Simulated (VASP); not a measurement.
# BaTe (P6_3/mmc) in VASP: a series of runs

The runs below take BaTe through single point, with PBE, r2SCAN.

Program: VASP 6.6.1. These are calculated values, not measurements. Logs are shortened: lines on timing, memory, paths and dates and some standing lists are left out, and cuts for length are marked.

## (1) The cell of the first run

It takes space group P6_3/mmc (No. 194, hexagonal). Conventional cell: a = 4.895 Å, b = 4.895 Å, c = 8.584 Å, α = 90.00°, β = 90.00°, γ = 120.00°. Ba (site symmetry -3m) has 6 Te at 3.55 Å and 2 Ba at 4.29 Å within 4.7 Å. Within 4.7 Å of Te (site symmetry -6m2) lie 6 Ba at 3.55 Å.

## (2) Single point, PBE

File INCAR:

```
PREC = Accurate
ENCUT = 520
EDIFF = 1E-7
ISMEAR = 0
SIGMA = 0.01
LREAL = False
LASPH = True
NELM = 100
ALGO = Normal
ISIF = 2
LWAVE = False
LCHARG = False
GGA = PE
NBANDS = 24
```

File KPOINTS:

```
regular mesh
0
Gamma
  6 6 2
```

File POSCAR:

```
BaTe
1.0
    4.8953714734      0.0000000000      0.0000000000
   -2.4476857367      4.2395160569      0.0000000000
    0.0000000000      0.0000000000      8.5840688827
Ba Te
2 2
Direct
    0.0000000000      0.0000000000      0.0000000000
    0.0000000000      0.0000000000      0.5000000000
    0.3333333333      0.6666666667      0.2500000000
    0.6666666667      0.3333333333      0.7500000000
```

Potentials or basis: VASP PAW PBE potentials, release 64 (Ba_sv, Te).

Command:

```sh
$ cat potpaw_PBE.64/Ba_sv/POTCAR potpaw_PBE.64/Te/POTCAR > POTCAR
$ mpirun -np 1 vasp_std > vasp.out
```

OUTCAR:

```text
PREC = Accurate
   ENCUT = 520
   EDIFF = 1E-7
   ISMEAR = 0
   LREAL = False
   LASPH = True
   NELM = 100
   ISIF = 2
   GGA = PE

 ion  position               nearest neighbor table
   1  0.000  0.000  0.000-   3 3.55   4 3.55   3 3.55   4 3.55   4 3.55   3 3.55   2 4.29   2 4.29

   2  0.000  0.000  0.500-   3 3.55   4 3.55   3 3.55   4 3.55   4 3.55   3 3.55   1 4.29   1 4.29

   3  0.333  0.667  0.250-   1 3.55   2 3.55   1 3.55   2 3.55   1 3.55   2 3.55
   4  0.667  0.333  0.750-   1 3.55   2 3.55   1 3.55   2 3.55   1 3.55   2 3.55

  LATTYP: Found a hexagonal cell.
 ALAT       =     4.8953714734
 C/A-ratio  =     1.7535071504

  Lattice vectors:

 A1 = (   4.8953714734,   0.0000000000,   0.0000000000)
 A2 = (  -2.4476857367,   4.2395160569,   0.0000000000)
 A3 = (   0.0000000000,   0.0000000000,   8.5840688827)

Analysis of symmetry for initial positions (statically):
=====================================================================
 Subroutine PRICEL returns:
 Original cell was already a primitive cell.

 Routine SETGRP: Setting up the symmetry group for a
 hexagonal supercell.

 Subroutine GETGRP returns: Found 24 space group operations
 (whereof 12 operations were pure point group operations)
 out of a pool of 24 trial point group operations.

The static configuration has the point symmetry D_3d.
 The point group associated with its full space group is D_6h.

Analysis of symmetry for dynamics (positions and initial velocities):
=====================================================================
 Subroutine PRICEL returns:
 Original cell was already a primitive cell.

 Routine SETGRP: Setting up the symmetry group for a
 hexagonal supercell.

 Subroutine GETGRP returns: Found 24 space group operations
 (whereof 12 operations were pure point group operations)
 out of a pool of 24 trial point group operations.

The dynamic configuration has the point symmetry D_3d.
 The point group associated with its full space group is D_6h.

 Subroutine INISYM returns: Found 24 space group operations
 (whereof 12 operations are pure point group operations),
 and found     1 'primitive' translations

----------------------------------------------------------------------------------------

                                     Primitive cell

  volume of cell :     178.1538

  direct lattice vectors                    reciprocal lattice vectors
     4.895371473  0.000000000  0.000000000     0.204274590  0.117937989  0.000000000
    -2.447685737  4.239516057  0.000000000     0.000000000  0.235875979  0.000000000
     0.000000000  0.000000000  8.584068883     0.000000000  0.000000000  0.116494871

  length of vectors
     4.895371473  4.895371473  8.584068883     0.235875979  0.235875979  0.116494871

  position of ions in fractional coordinates (direct lattice)
     0.000000000  0.000000000  0.000000000
     0.000000000  0.000000000  0.500000000
     0.333333333  0.666666667  0.250000000
     0.666666667  0.333333333  0.750000000

  ion indices of the primitive-cell ions
   primitive index   ion index
                 1           1
                 2           2
                 3           3
                 4           4

----------------------------------------------------------------------------------------

 KPOINTS: regular mesh

Automatic generation of k-mesh.
 Grid dimensions read from file:
 generate k-points for:    6    6    2

 Generating k-lattice:

  Cartesian coordinates                     Fractional coordinates (reciprocal lattice)
     0.034045765  0.019656332  0.000000000     0.166666667  0.000000000  0.000000000
     0.000000000  0.039312663  0.000000000     0.000000000  0.166666667  0.000000000
     0.000000000  0.000000000  0.058247436     0.000000000  0.000000000  0.500000000

  Length of vectors
     0.039312663  0.039312663  0.058247436

  Shift w.r.t. Gamma in fractional coordinates (k-lattice)
     0.000000000  0.000000000  0.000000000

 Subroutine IBZKPT returns following result:
 ===========================================

 Found     14 irreducible k-points:

 Following reciprocal coordinates:
            Coordinates               Weight
  0.000000  0.000000  0.000000      1.000000
  0.166667 -0.000000  0.000000      6.000000
  0.333333 -0.000000  0.000000      6.000000
  0.500000  0.000000  0.000000      3.000000
  0.166667  0.166667  0.000000      6.000000
  0.333333  0.166667  0.000000     12.000000
  0.333333  0.333333  0.000000      2.000000
  0.000000  0.000000  0.500000      1.000000
  0.166667 -0.000000  0.500000      6.000000
  0.333333 -0.000000  0.500000      6.000000
  0.500000  0.000000  0.500000      3.000000
  0.166667  0.166667  0.500000      6.000000
  0.333333  0.166667  0.500000     12.000000
  0.333333  0.333333  0.500000      2.000000
   k-points           NKPTS =     14   k-points in BZ     NKDIM =     14   number of bands    NBANDS=     24
   number of dos      NEDOS =    301   number of ions     NIONS =      4
   total plane-waves  NPLWV =  82944
   dimension x,y,z NGX =    36 NGY =   36 NGZ =   64
   dimension x,y,z NGXF=    72 NGYF=   72 NGZF=  128
   ions per type =               2   2
   NGX,Y,Z   is equivalent  to a cutoff of  12.23, 12.23, 12.39 a.u.
   NGXF,Y,Z  is equivalent  to a cutoff of  24.45, 24.45, 24.79 a.u.
 SYSTEM =  unknown system
   PREC   = accura    normal or accurate (medium, high low for compatibility)
   ISTART =      0    job   : 0-new  1-cont  2-samecut
   ICHARG =      2    charge: 1-file 2-atom 10-const
   ISPIN  =      1    spin polarized calculation?
   LNONCOLLINEAR =      F non collinear calculations
   LSORBIT =      F    spin-orbit coupling
   LASPH  =      T    aspherical Exc in radial PAW
   ENCUT  =  520.0 eV  38.22 Ry    6.18 a.u.   9.10  9.10 15.96*2*pi/ulx,y,z
   NELM   =    100;   NELMIN=  2; NELMDL= -5     # of ELM steps
   EDIFF  = 0.1E-06   stopping-criterion for ELM
   LREAL  =      F    real-space projection
   EDIFFG = 0.1E-05   stopping-criterion for IOM
   NSW    =      0    number of steps for IOM
   IBRION =     -1    ionic relax: 0-MD 1-quasi-New 2-CG
   NFREE  =      0    steps in history (QN), initial steepest desc. (CG)
   ISIF   =      2    stress and relaxation
   ISYM   =      2    0-nonsym 1-usesym 2-fastsym
   POTIM  = 0.5000    time-step for ionic-motion
   TEBEG  =    0.0;   TEEND  =   0.0 temperature during run
   PSTRESS=    0.0 pullay stress
   NELECT =      32.0000    total number of electrons
   NUPDOWN=      -1.0000    fix difference up-down
   EMIN   =  10.00;   EMAX   =-10.00  energy-range for DOS
   EFERMI =   0.00;   METHOD = LEGACY
   ISMEAR =     0;   SIGMA  =   0.01  broadening in eV -4-tet -1-fermi 0-gaus
   EFERMI_NEDOS =   21; number of points for ismear=-14 and -15
   IALGO  =     38    algorithm
   IMIX   =      4    mixing-type and parameters
     AMIX     =   0.40;   BMIX     =  1.00
     AMIX_MAG =   1.60;   BMIX_MAG =  1.00
  volume/ion in A,a.u.               =      44.54       300.56
  Fermi-wavevector in a.u.,A,eV,Ry     =   0.923690  1.745522 11.608545  0.853204
  Thomas-Fermi vector in A             =   2.049355
   LORBIT       =      0    0 simple, 1 ext, 2 COOP (PROOUT), +10 PAW based schemes
   GGA     = PE    functional components
   LHFCALC =     F    Hartree Fock is set to
   AEXX    =    0.0000 exact exchange contribution
   IVDW    =     0    specifies the selected vdW correction
   LEPSILON=     F    determine dielectric tensor
   LRPA    =     F    only Hartree local field effects (RPA)
 non-spin polarized calculation
 Gauss-broadening in eV      SIGMA  =   0.01
  energy-cutoff  :      520.00
  volume of cell :      178.15
 maximum number of plane-waves:      4820
   NGX = 19   NGY = 19   NGZ = 31

 number of electron      32.0000001 magnetization

 Free energy of the ion-electron system (eV)
  ---------------------------------------------------
  ext. energy  EPLUGINS =         0.00000000
  ---------------------------------------------------
  free energy    TOTEN  =       -16.96129464 eV

  energy without entropy =      -16.96129464  energy(sigma->0) =      -16.96129464

 E-fermi :   2.2259     XC(G=0):  -8.0760

 val. band max:        2.1537132926   @ k =   0.0000   0.0000   0.0000
 cond. band min:       3.8212033196   @ k =   0.5000   0.0000   0.0000
 fundamental gap:      1.6674900270
 Fermi energy:         2.2259086328

 k-point     1 :       0.0000    0.0000    0.0000
  band No.  band energies     occupation
      1     -25.1578      2.00000
      2     -25.1334      2.00000
      3     -10.7593      2.00000
      4     -10.3063      2.00000
      5     -10.3063      2.00000
      6     -10.2575      2.00000
[... 16 lines left out ...]
     23       6.3552      0.00000
     24       7.2638      0.00000

 k-point     2 :       0.1667   -0.0000    0.0000
  band No.  band energies     occupation
      1     -25.1554      2.00000
      2     -25.1312      2.00000
      3     -10.7183      2.00000
      4     -10.3924      2.00000
      5     -10.3184      2.00000
      6     -10.3024      2.00000
[... 16 lines left out ...]
     23       7.1251      0.00000
     24       7.1916      0.00000

 k-point     3 :       0.3333   -0.0000    0.0000
  band No.  band energies     occupation
      1     -25.1504      2.00000
      2     -25.1268      2.00000
      3     -10.6432      2.00000
      4     -10.5347      2.00000
      5     -10.3896      2.00000
      6     -10.3422      2.00000
[... 16 lines left out ...]
     23       7.1233      0.00000
     24       7.3109      0.00000
[... 244 lines left out ...]
 k-point    13 :       0.3333    0.1667    0.5000
  band No.  band energies     occupation
      1     -25.1363      2.00000
      2     -25.1363      2.00000
      3     -10.5071      2.00000
      4     -10.5071      2.00000
      5     -10.3853      2.00000
      6     -10.3853      2.00000
[... 16 lines left out ...]
     23       7.3139      0.00000
     24       7.3139      0.00000

 k-point    14 :       0.3333    0.3333    0.5000
  band No.  band energies     occupation
      1     -25.1352      2.00000
      2     -25.1352      2.00000
      3     -10.4811      2.00000
      4     -10.4811      2.00000
      5     -10.4127      2.00000
      6     -10.4127      2.00000
[... 16 lines left out ...]
     23       6.9211      0.00000
     24       6.9211      0.00000

------------------------ aborting loop because EDIFF is reached ----------------------------------------

  FORCE on cell =-STRESS in cart. coord.  units (eV):
  Direction    XX          YY          ZZ          XY          YZ          ZX
  --------------------------------------------------------------------------------------
  -------------------------------------------------------------------------------------
  Total        0.3948629      0.3948629      0.4937721      0.0000000      0.0000000     -0.0000000
  in kB        3.5510905      3.5510905      4.4406031      0.0000000      0.0000000     -0.0000000
  external PRESSURE =       3.8475947 kB  Pullay stress =       0.0000000 kB

 VOLUME and BASIS-vectors are now :
 -----------------------------------------------------------------------------
  energy-cutoff  :      520.00
  volume of cell :      178.15
      direct lattice vectors                 reciprocal lattice vectors
     4.895371473  0.000000000  0.000000000     0.204274590  0.117937989  0.000000000
    -2.447685737  4.239516057  0.000000000     0.000000000  0.235875979  0.000000000
     0.000000000  0.000000000  8.584068883     0.000000000  0.000000000  0.116494871

 POSITION                                       TOTAL-FORCE (eV/Angst)
 -----------------------------------------------------------------------------------
      0.00000      0.00000      0.00000        -0.000000      0.000000      0.000000
      0.00000      0.00000      4.29203        -0.000000      0.000000      0.000000
     -0.00000      2.82634      2.14602        -0.000000     -0.000000     -0.000000
      2.44769      1.41317      6.43805         0.000000      0.000000      0.000000
 -----------------------------------------------------------------------------------
    total drift:                               -0.000000      0.000000     -0.000000

  FREE ENERGIE OF THE ION-ELECTRON SYSTEM (eV)
  ---------------------------------------------------
  free  energy   TOTEN  =       -16.9612946431 eV

  energy  without entropy=      -16.9612946431  energy(sigma->0) =      -16.96129464
```

It took 2.3 min on 1 thread of AMD EPYC 7R13, shared host; peak memory 0.26 GiB.

What came out:

```yaml
Free_energy: -16.9613 eV
Pressure: 0.4 GPa
Band_gap_on_the_k_mesh: 1.67 eV, indirect (least direct gap 1.72 eV)
```

Stress tensor (GPa, compression positive):
```
0.36 0.00 0.00
0.00 0.36 0.00
0.00 0.00 0.44
```

Caveat: spin-orbit coupling is left out, which moves the levels of the heavy elements. A k mesh can miss the band edges.

## (3) Single point, r2SCAN

POSCAR is that of step 2.

File INCAR.step1:

```
SYSTEM = BaTe
PREC = Accurate
ENCUT = 520
ISMEAR = 0
SIGMA = 0.01
LREAL = .False.
LASPH = .True.
NELM = 100
NBANDS = 24
GGA = PE
ALGO = Normal
EDIFF = 1E-4
LWAVE = .True.
LCHARG = .False.
```

File INCAR.step2:

```
SYSTEM = BaTe
PREC = Accurate
ENCUT = 520
EDIFF = 1E-6
ISMEAR = 0
SIGMA = 0.01
LREAL = .False.
LASPH = .True.
NELM = 100
ALGO = Normal
ISIF = 2
LWAVE = .False.
LCHARG = .False.
METAGGA = R2SCAN
LMIXTAU = .True.
NBANDS = 24
ISTART = 1
```

File KPOINTS:

```
regular mesh
0
Gamma
  6 6 2
  0 0 0
```

Potentials or basis: VASP PAW PBE potentials, release 64 (Ba_sv, Te).

Command:

```sh
$ cat potpaw_PBE.64/Ba_sv/POTCAR potpaw_PBE.64/Te/POTCAR > POTCAR
$ cp INCAR.step1 INCAR
$ mpirun -np 1 vasp_std > vasp.out
$ cp INCAR.step2 INCAR
$ mpirun -np 1 vasp_std > vasp.out
```

It took 7.8 min on 1 thread of AMD EPYC 7R13, shared host; peak memory 0.3 GiB.

Results (log left out):

```yaml
Free_energy: -111.7392 eV
Pressure: 0.3 GPa
Band_gap_on_the_k_mesh: 2.05 eV, indirect (least direct gap 2.10 eV)
```

Levels at points of the mesh, in eV from the valence-band top:
```
           k point  band 13  band 14  band 15  band 16  band 17  band 18  band 19  band 20
(0.00, 0.00, 0.00)    -0.96    -0.25     0.00     0.00     2.10     3.39     3.47     3.47
(0.50, 0.00, 0.00)    -1.10    -1.08    -0.78    -0.37     2.05     3.40     4.95     5.05
(0.00, 0.00, 0.50)    -0.56    -0.56    -0.56    -0.56     3.41     3.41     4.01     4.01
(0.50, 0.00, 0.50)    -1.00    -1.00    -0.76    -0.76     2.86     2.86     4.68     4.68
```

Caveat: the PAW data sets were made with another functional, which shifts forces and pressure a little; spin-orbit coupling is left out, which moves the levels of the heavy elements. r2SCAN opens gaps a little over a GGA but as a rule still falls short of measured ones.

## (4) Single point, r2SCAN

POSCAR is that of step 3.

File INCAR.step1:

```
ALGO = Normal
EDIFF = 1E-4
ENCUT = 520
GGA = PE
ISMEAR = 0
LASPH = True
LCHARG = False
LREAL = False
LWAVE = True
NBANDS = 24
NELM = 60
PREC = Accurate
SIGMA = 0.01
```

File INCAR.step2:

```
ALGO = Normal
EDIFF = 1E-7
ENCUT = 520
ISIF = 2
ISMEAR = 0
ISTART = 1
LASPH = True
LCHARG = False
LMIXTAU = True
LREAL = False
LWAVE = False
METAGGA = R2SCAN
NBANDS = 24
NELM = 60
PREC = Accurate
SIGMA = 0.01
```

File KPOINTS:

```
k-points
0
Gamma
  6 6 2
```

Command:

```sh
$ cat potpaw_PBE.64/Ba_sv/POTCAR potpaw_PBE.64/Te/POTCAR > POTCAR
$ cp INCAR.step1 INCAR
$ mpirun -np 1 vasp_std > vasp.out
$ cp INCAR.step2 INCAR
$ mpirun -np 1 vasp_std > vasp.out
```

It took 7.7 min on 1 thread of AMD EPYC 7R13, shared host; peak memory 0.3 GiB.

The run converged. Its results:

* Free energy: -111.7392 eV
* Pressure: 0.3 GPa
* Band gap on the k mesh: 2.05 eV, indirect (least direct gap 2.10 eV)

Levels at points of the mesh, in eV from the valence-band top:
```
           k point  band 12  band 13  band 14  band 15  band 16  band 17  band 18  band 19  band 20  band 21
(0.00, 0.00, 0.00)    -0.96    -0.96    -0.25     0.00     0.00     2.10     3.39     3.47     3.47     3.56
(0.50, 0.00, 0.00)    -1.45    -1.10    -1.08    -0.78    -0.37     2.05     3.40     4.95     5.05     5.15
(0.00, 0.00, 0.50)    -1.45    -0.56    -0.56    -0.56    -0.56     3.41     3.41     4.01     4.01     4.01
(0.50, 0.00, 0.50)    -1.74    -1.00    -1.00    -0.76    -0.76     2.86     2.86     4.68     4.68     5.60
```

Caveat: the PAW data sets were made with another functional, which shifts forces and pressure a little; spin-orbit coupling is left out, which moves the levels of the heavy elements.
